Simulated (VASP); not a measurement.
# SnO (P4/nmm) in VASP: single point with LDA

Aim: the single point of SnO with LDA.

Program: VASP 6.6.1. These are calculated values, not measurements. Logs are shortened: lines on timing, memory, paths and dates and some standing lists are left out, and cuts for length are marked.

## 1. The cell of the first run

The structure is tetragonal, space group P4/nmm (No. 129). Conventional cell: a = 3.802 Å, b = 3.802 Å, c = 4.836 Å, α = 90.00°, β = 90.00°, γ = 90.00°. Within 2.9 Å of Sn (site symmetry 4mm) lie 4 O at 2.22 Å. Within 2.9 Å of O (site symmetry -4m2) lie 4 Sn at 2.22 Å and 4 O at 2.69 Å.

## 2. Single point, LDA

File INCAR:

```
SYSTEM = SnO
PREC = Accurate ; ENCUT = 520
EDIFF = 1E-6 ; ISMEAR = 0
SIGMA = 0.03 ; LREAL = .FALSE.
LASPH = .TRUE. ; NELM = 100
ALGO = Normal ; ISIF = 2
LWAVE = .FALSE. ; LCHARG = .FALSE.
GGA = CA ; NBANDS = 28
```

File KPOINTS:

```
Automatic mesh
0
G
  10 10 8
  0 0 0
```

File POSCAR:

```
SnO
1.0
    3.8020000000      0.0000000000      0.0000000000
    0.0000000000      3.8020000000      0.0000000000
    0.0000000000      0.0000000000      4.8360000000
Sn O
2 2
Direct
    0.0000000000      0.5000000000      0.2385000000
    0.5000000000      0.0000000000      0.7615000000
    0.0000000000      0.0000000000      0.0000000000
    0.5000000000      0.5000000000      0.0000000000
```

Potentials or basis: VASP PAW LDA potentials, release 64 (Sn_d, O).

On the command line:

```
> cat potpaw_LDA.64/Sn_d/POTCAR potpaw_LDA.64/O/POTCAR > POTCAR
> mpirun -np 1 vasp_std > vasp.out
```

OUTCAR:

```text
SYSTEM = SnO
   PREC = Accurate
   ENCUT = 520
   EDIFF = 1E-6
   ISMEAR = 0
   LREAL = .FALSE.
   LASPH = .TRUE.
   NELM = 100
   ISIF = 2
   GGA = CA

 ion  position               nearest neighbor table
   1  0.000  0.500  0.239-   3 2.22   4 2.22   3 2.22   4 2.22   2 3.54   2 3.54   2 3.54   2 3.54
                             2 3.69   2 3.69   2 3.69   2 3.69
   2  0.500  0.000  0.761-   3 2.22   4 2.22   4 2.22   3 2.22   1 3.54   1 3.54   1 3.54   1 3.54
                             1 3.69   1 3.69   1 3.69   1 3.69
   3  0.000  0.000  0.000-   1 2.22   2 2.22   1 2.22   2 2.22
   4  0.500  0.500  0.000-   1 2.22   2 2.22   2 2.22   1 2.22

  LATTYP: Found a simple tetragonal cell.
 ALAT       =     3.8020000000
 C/A-ratio  =     1.2719621252

  Lattice vectors:

 A1 = (   3.8020000000,   0.0000000000,   0.0000000000)
 A2 = (   0.0000000000,   3.8020000000,   0.0000000000)
 A3 = (   0.0000000000,   0.0000000000,   4.8360000000)

Analysis of symmetry for initial positions (statically):
=====================================================================
 Subroutine PRICEL returns:
 Original cell was already a primitive cell.

 Routine SETGRP: Setting up the symmetry group for a
 simple tetragonal supercell.

 Subroutine GETGRP returns: Found 16 space group operations
 (whereof  8 operations were pure point group operations)
 out of a pool of 16 trial point group operations.

The static configuration has the point symmetry D_2d.
 The point group associated with its full space group is D_4h.

Analysis of symmetry for dynamics (positions and initial velocities):
=====================================================================
 Subroutine PRICEL returns:
 Original cell was already a primitive cell.

 Routine SETGRP: Setting up the symmetry group for a
 simple tetragonal supercell.

 Subroutine GETGRP returns: Found 16 space group operations
 (whereof  8 operations were pure point group operations)
 out of a pool of 16 trial point group operations.

The dynamic configuration has the point symmetry D_2d.
 The point group associated with its full space group is D_4h.

 Subroutine INISYM returns: Found 16 space group operations
 (whereof  8 operations are pure point group operations),
 and found     1 'primitive' translations

----------------------------------------------------------------------------------------

                                     Primitive cell

  volume of cell :      69.9054

  direct lattice vectors                    reciprocal lattice vectors
     3.802000000  0.000000000  0.000000000     0.263019463  0.000000000  0.000000000
     0.000000000  3.802000000  0.000000000     0.000000000  0.263019463  0.000000000
     0.000000000  0.000000000  4.836000000     0.000000000  0.000000000  0.206782465

  length of vectors
     3.802000000  3.802000000  4.836000000     0.263019463  0.263019463  0.206782465

  position of ions in fractional coordinates (direct lattice)
     0.000000000  0.500000000  0.238500000
     0.500000000  0.000000000  0.761500000
     0.000000000  0.000000000  0.000000000
     0.500000000  0.500000000  0.000000000

  ion indices of the primitive-cell ions
   primitive index   ion index
                 1           1
                 2           2
                 3           3
                 4           4

----------------------------------------------------------------------------------------

 KPOINTS: Automatic mesh

Automatic generation of k-mesh.
 Grid dimensions read from file:
 generate k-points for:   10   10    8

 Generating k-lattice:

  Cartesian coordinates                     Fractional coordinates (reciprocal lattice)
     0.026301946  0.000000000  0.000000000     0.100000000  0.000000000  0.000000000
     0.000000000  0.026301946  0.000000000     0.000000000  0.100000000  0.000000000
     0.000000000  0.000000000  0.025847808     0.000000000  0.000000000  0.125000000

  Length of vectors
     0.026301946  0.026301946  0.025847808

  Shift w.r.t. Gamma in fractional coordinates (k-lattice)
     0.000000000  0.000000000  0.000000000

 Subroutine IBZKPT returns following result:
 ===========================================

 Found    105 irreducible k-points:

 Following reciprocal coordinates:
            Coordinates               Weight
  0.000000  0.000000  0.000000      1.000000
  0.100000  0.000000  0.000000      4.000000
  0.200000  0.000000  0.000000      4.000000
  0.300000  0.000000  0.000000      4.000000
  0.400000  0.000000  0.000000      4.000000
  0.500000  0.000000  0.000000      2.000000
[... 16 lines left out ...]
  0.100000  0.000000  0.125000      8.000000
  0.200000  0.000000  0.125000      8.000000
 [... further k-points ...]
   k-points           NKPTS =    105   k-points in BZ     NKDIM =    105   number of bands    NBANDS=     28
   number of dos      NEDOS =    301   number of ions     NIONS =      4
   total plane-waves  NPLWV =  28224
   dimension x,y,z NGX =    28 NGY =   28 NGZ =   36
   dimension x,y,z NGXF=    56 NGYF=   56 NGZF=   72
   ions per type =               2   2
   NGX,Y,Z   is equivalent  to a cutoff of  12.24, 12.24, 12.38 a.u.
   NGXF,Y,Z  is equivalent  to a cutoff of  24.49, 24.49, 24.75 a.u.
 SYSTEM =  SnO
   PREC   = accura    normal or accurate (medium, high low for compatibility)
   ISTART =      0    job   : 0-new  1-cont  2-samecut
   ICHARG =      2    charge: 1-file 2-atom 10-const
   ISPIN  =      1    spin polarized calculation?
   LNONCOLLINEAR =      F non collinear calculations
   LSORBIT =      F    spin-orbit coupling
   LASPH  =      T    aspherical Exc in radial PAW
   ENCUT  =  520.0 eV  38.22 Ry    6.18 a.u.   7.07  7.07  8.99*2*pi/ulx,y,z
   NELM   =    100;   NELMIN=  2; NELMDL= -5     # of ELM steps
   EDIFF  = 0.1E-05   stopping-criterion for ELM
   LREAL  =      F    real-space projection
   EDIFFG = 0.1E-04   stopping-criterion for IOM
   NSW    =      0    number of steps for IOM
   IBRION =     -1    ionic relax: 0-MD 1-quasi-New 2-CG
   NFREE  =      0    steps in history (QN), initial steepest desc. (CG)
   ISIF   =      2    stress and relaxation
   ISYM   =      2    0-nonsym 1-usesym 2-fastsym
   POTIM  = 0.5000    time-step for ionic-motion
   TEBEG  =    0.0;   TEEND  =   0.0 temperature during run
   PSTRESS=    0.0 pullay stress
   NELECT =      40.0000    total number of electrons
   NUPDOWN=      -1.0000    fix difference up-down
   EMIN   =  10.00;   EMAX   =-10.00  energy-range for DOS
   EFERMI =   0.00;   METHOD = LEGACY
   ISMEAR =     0;   SIGMA  =   0.03  broadening in eV -4-tet -1-fermi 0-gaus
   EFERMI_NEDOS =   21; number of points for ismear=-14 and -15
   IALGO  =     38    algorithm
   IMIX   =      4    mixing-type and parameters
     AMIX     =   0.40;   BMIX     =  1.00
     AMIX_MAG =   1.60;   BMIX_MAG =  1.00
  volume/ion in A,a.u.               =      17.48       117.94
  Fermi-wavevector in a.u.,A,eV,Ry     =   1.359121  2.568365 25.132801  1.847209
  Thomas-Fermi vector in A             =   2.485896
   LORBIT       =      0    0 simple, 1 ext, 2 COOP (PROOUT), +10 PAW based schemes
   GGA     = CA    functional components
   LHFCALC =     F    Hartree Fock is set to
   AEXX    =    0.0000 exact exchange contribution
   IVDW    =     0    specifies the selected vdW correction
   LEPSILON=     F    determine dielectric tensor
   LRPA    =     F    only Hartree local field effects (RPA)
 non-spin polarized calculation
 Gauss-broadening in eV      SIGMA  =   0.03
  energy-cutoff  :      520.00
  volume of cell :       69.91
 maximum number of plane-waves:      1904
   NGX = 15   NGY = 15   NGZ = 17

 number of electron      39.9999990 magnetization

 Free energy of the ion-electron system (eV)
  ---------------------------------------------------
  ext. energy  EPLUGINS =         0.00000000
  ---------------------------------------------------
  free energy    TOTEN  =       -25.70928147 eV

  energy without entropy =      -25.70924997  energy(sigma->0) =      -25.70926572

 E-fermi :   6.9014     XC(G=0): -10.6783

 val. band max:        6.8578707935   @ k =   0.1000   0.0000   0.0000
 cond. band min:       6.9332009644   @ k =   0.5000   0.5000   0.0000
 fundamental gap:      0.0753301709
 Fermi energy:         6.9014035104

 k-point     1 :       0.0000    0.0000    0.0000
  band No.  band energies     occupation
      1     -14.9956      2.00000
      2     -14.5732      2.00000
      3     -14.5732      2.00000
      4     -14.5685      2.00000
      5     -14.5182      2.00000
      6     -14.5155      2.00000
[... 20 lines left out ...]
     27      13.6057      0.00000
     28      14.0262      0.00000

 k-point     2 :       0.1000    0.0000    0.0000
  band No.  band energies     occupation
      1     -14.9901      2.00000
      2     -14.5712      2.00000
      3     -14.5706      2.00000
      4     -14.5669      2.00000
      5     -14.5192      2.00000
      6     -14.5116      2.00000
[... 20 lines left out ...]
     27      13.7703      0.00000
     28      14.8377      0.00000

 k-point     3 :       0.2000    0.0000    0.0000
  band No.  band energies     occupation
      1     -14.9743      2.00000
      2     -14.6067      2.00000
      3     -14.5648      2.00000
      4     -14.5632      2.00000
      5     -14.5357      2.00000
      6     -14.5219      2.00000
[... 20 lines left out ...]
     27      13.9651      0.00000
     28      16.4193      0.00000

 k-point     4 :       0.3000    0.0000    0.0000
  band No.  band energies     occupation
      1     -14.9495      2.00000
      2     -14.7035      2.00000
      3     -14.5547      2.00000
      4     -14.5527      2.00000
      5     -14.5302      2.00000
      6     -14.5252      2.00000
[... 578 lines left out ...]
     27      13.5282      0.00000
     28      14.1467      0.00000

 k-point    23 :       0.1000    0.0000    0.1250
  band No.  band energies     occupation
      1     -14.9878      2.00000
      2     -14.5727      2.00000
      3     -14.5678      2.00000
      4     -14.5649      2.00000
      5     -14.5171      2.00000
      6     -14.5103      2.00000
[... 20 lines left out ...]
     27      13.7628      0.00000
     28      14.8941      0.00000

 k-point    24 :       0.2000    0.0000    0.1250
  band No.  band energies     occupation
      1     -14.9729      2.00000
      2     -14.6135      2.00000
      3     -14.5632      2.00000
      4     -14.5590      2.00000
      5     -14.5373      2.00000
      6     -14.5193      2.00000
[... 20 lines left out ...]
     27      14.0742      0.00000
     28      16.3981      0.00000

 [... further k-points ...]

------------------------ aborting loop because EDIFF is reached ----------------------------------------

  FORCE on cell =-STRESS in cart. coord.  units (eV):
  Direction    XX          YY          ZZ          XY          YZ          ZX
  --------------------------------------------------------------------------------------
  -------------------------------------------------------------------------------------
  Total       -1.1292172     -1.1292172     -1.0665295      0.0000000      0.0000000      0.0000000
  in kB      -25.8807919    -25.8807919    -24.4440374      0.0000000      0.0000000      0.0000000
  external PRESSURE =     -25.4018737 kB  Pullay stress =       0.0000000 kB

 VOLUME and BASIS-vectors are now :
 -----------------------------------------------------------------------------
  energy-cutoff  :      520.00
  volume of cell :       69.91
      direct lattice vectors                 reciprocal lattice vectors
     3.802000000  0.000000000  0.000000000     0.263019463  0.000000000  0.000000000
     0.000000000  3.802000000  0.000000000     0.000000000  0.263019463  0.000000000
     0.000000000  0.000000000  4.836000000     0.000000000  0.000000000  0.206782465

 POSITION                                       TOTAL-FORCE (eV/Angst)
 -----------------------------------------------------------------------------------
      0.00000      1.90100      1.15339         0.000000      0.000000     -0.152104
      1.90100      0.00000      3.68261        -0.000000      0.000000      0.152104
      0.00000      0.00000      0.00000         0.000000      0.000000      0.000000
      1.90100      1.90100      0.00000         0.000000      0.000000      0.000000
 -----------------------------------------------------------------------------------
    total drift:                                0.000000      0.000000      0.000000

  FREE ENERGIE OF THE ION-ELECTRON SYSTEM (eV)
  ---------------------------------------------------
  free  energy   TOTEN  =       -25.7092814734 eV

  energy  without entropy=      -25.7092499670  energy(sigma->0) =      -25.70926572
```

Wall time 3.8 min (1 thread of Intel Xeon 8259CL, shared host); peak memory 0.27 GiB.

What came out:

```yaml
Free_energy: -25.7093 eV
Pressure: -2.5 GPa
Largest_force: 0.152 eV/Å
Band_gap_on_the_k_mesh: 0.08 eV (least direct gap 1.96 eV)
```

Forces in eV/Å, atoms in the order of the input:
```
Sn   0.000  0.000 -0.152
Sn   0.000  0.000  0.152
O    0.000  0.000  0.000
O    0.000  0.000  0.000
```

Caveat: spin-orbit coupling is left out, which moves the levels of the heavy elements. A k mesh can miss the band edges.
